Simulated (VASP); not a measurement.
Wanted: the native input for a VASP 6.6.1 run.

```yaml
Task: single point
Functional: PBE
Potentials_or_basis: VASP PAW PBE potentials, release 64 (Be, Sn_d)
Cutoff: 520 eV
k_mesh: 2 × 3 × 3
Occupations: fermi-dirac, width 0.05 eV
Spin: no spin polarisation
Dipole_correction: no
Further_INCAR_settings: LREAL = Auto; ALGO = Normal; EDIFF = 1e-07; NBANDS = 66
```

The structure of Be5Sn3 lies in POSCAR:

```
Be5Sn3
1.0
    8.3043180000     -1.7986700000      0.2096760000
   -0.6162440000      6.1738580000     -0.5703500000
    0.0103080000     -0.6219150000      5.0586510000
Be Sn
10 6
Direct
    0.1360765544      0.2326400079      0.5265841112
    0.5561404274      0.9286525297      0.3783069182
    0.2883973566      0.0302554981      0.2319954903
    0.3705884058      0.2845048434      0.5782337708
    0.4960915689      0.7290252215     -0.0283010156
    0.1845074263      0.7166088420      0.0709699234
    1.0251019587      0.4158147121      0.8333017326
    0.7760501365      0.5422093657      0.9026145554
    0.2377731999      0.5204188147      0.7187338161
    0.7900706597      0.7765574712      0.7005123892
    0.2158777307      0.8964746756      0.6205680036
    0.2216395232      0.3309217328      0.0734817883
    0.6005354864      0.4770932686      0.3449955862
    0.9308987827      0.9849410457      0.2485925580
    0.6952739559      0.1301198761      0.9287510859
    0.9095021753      0.4692534137      0.3795416815
```

One way to write it, as run:

INCAR

```
PREC = Accurate ; ENCUT = 520
EDIFF = 1E-7 ; ISMEAR = -1
SIGMA = 0.05 ; LREAL = Auto
LASPH = T ; NELM = 60
ALGO = Normal ; ISIF = 2
LWAVE = F ; LCHARG = T
GGA = PE ; LELF = T
LVHAR = T ; NBANDS = 66
```

KPOINTS

```
regular mesh
0
Gamma
  2 3 3
```

Potentials or basis: VASP PAW PBE potentials, release 64 (Be, Sn_d).

Command:

```sh
$ cat potpaw_PBE.64/Be/POTCAR potpaw_PBE.64/Sn_d/POTCAR > POTCAR
$ mpirun -np 1 vasp_std > vasp.out
```

Results of the run:

* Pressure: 9.8 GPa
* Largest force: 3.459 eV/Å
* Band gap on the k mesh: zero (band 52 reaches 7.58 eV, above the bottom of band 53 at 6.92 eV)

Caveat: the k points lie up to 0.42 Å⁻¹ apart; spin-orbit coupling is left out, which moves the levels of the heavy elements.

It took 5.5 min on 1 thread of Intel Xeon 6975P-C (shared host), peak memory 0.4 GiB.
